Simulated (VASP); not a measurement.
A run of VASP 6.6.1 is set up as follows.

INCAR

```
  PREC = Accurate
  ENCUT = 560
  EDIFF = 1E-6
  ISMEAR = 0
  SIGMA = 0.15
  LREAL = F
  LASPH = T
  NELM = 120
  ALGO = Normal
  ISIF = 2
  LWAVE = F
  LCHARG = F
  GGA = CA
  NBANDS = 24
  GGA_COMPAT = F
```

KPOINTS

```
regular mesh
0
Gamma
  18 18 10
```

File POSCAR:

```
Ir
1.0
    2.7052421931      0.0000000000      0.0000000000
   -1.3526210966      2.3428084626      0.0000000000
    0.0000000000      0.0000000000      4.1669000000
Ir
2
Direct
    0.6666666667      0.3333333333      0.7500000000
    0.3333333333      0.6666666667      0.2500000000
```

Potentials or basis: VASP PAW LDA potentials, release 64 (Ir_sv_GW).

The run is started by

```sh
$ cat potpaw_LDA.64/Ir_sv_GW/POTCAR > POTCAR
$ mpirun -np 1 vasp_std > vasp.out
```

Q: Estimate the band gap on the k mesh.

A: Zero (bands 17 and 18 overlap by 3.68 eV).

Q: What does it give for the pressure?

A: 25.2 GPa.

Stress tensor (GPa, compression positive):
```
16.17  0.00  0.00
 0.00 16.17  0.00
 0.00  0.00 43.13
```

Caveat: the stress differs along the axes, from 16 to 43 GPa; spin-orbit coupling is left out, which moves the levels of the heavy elements.
